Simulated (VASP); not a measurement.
Runs of VASP 6.6.1 on Be3C. The typed cell holds 4 atoms: a = 4.278 Å, b = 4.278 Å, c = 4.278 Å, α = 137.45°, β = 137.45°, γ = 61.75°. 

```tsv
level	smearing	gap on the mesh (eV)	pressure (GPa)	largest force (eV/Å)
PBE	fermi-dirac 0.01 eV	none	29.4	2.52
PBE	fermi-dirac 0.05 eV	none	29.5	2.53
r2SCAN	methfessel-paxton 0.1 eV	none	(a)	2.47
PBE	fermi-dirac 0.005 eV	none	29.4	2.52
PBE	fermi-dirac 0.025 eV	none	29.4	2.52
```

Alike in all rows: task single point; potentials or basis VASP PAW PBE potentials, release 64 (Be, C); no spin polarisation; cell as given; k mesh 7 × 7 × 9; cutoff (eV) 520.

Estimate the missing entries.

(a) 30.0.

Caveats: the stress differs along the axes, from -32 to 63 GPa (at least some runs); forces of over 1 eV/Å act on the atoms, so gaps and moduli don't describe the material at rest (at least some runs); the stress differs along the axes, from -34 to 65 GPa (at least some runs); the PAW data sets were made with another functional, which shifts forces and pressure a little (at least some runs).

A gap of «none» marks levels without a gap at the run's occupations.
